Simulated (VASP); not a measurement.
PbSe:

```
Pb Se
1.0
     3.80938    0.00000    0.00000
     0.00000    3.80938    0.00000
     0.00000    0.00000    3.80938
Pb Se
1 1
Direct
  0.00000 0.00000 0.00000
  0.50000 0.50000 0.50000
```

Base run:

- Program: VASP 6.6.1
- Functional: PBEsol
- Potentials or basis: VASP PAW PBE potentials, release 64 (Pb_d, Se)
- Cutoff: 520 eV
- k mesh: 7 × 7 × 7
- Occupations: fermi-dirac, width 0.05 eV
- Spin: no spin polarisation

Its results: band gap on the k mesh zero (band 10 reaches 4.95 eV, above the bottom of band 11 at 4.81 eV); pressure -4.0 GPa.

Q: The run is repeated on the same cell with these changes: functional from PBEsol to PBE; further incar settings from ALGO = Normal; EDIFF = 1e-06; NBANDS = 17 to ALGO = Normal; EDIFF = 1e-07; NBANDS = 17. What comes out?

A: Band gap on the k mesh zero (band 10 reaches 5.09 eV, above the bottom of band 11 at 5.02 eV); pressure -1.1 GPa.

Caveats: spin-orbit coupling is left out, which moves the levels of the heavy elements; the PAW data sets were made with another functional, which shifts forces and pressure a little (some runs).
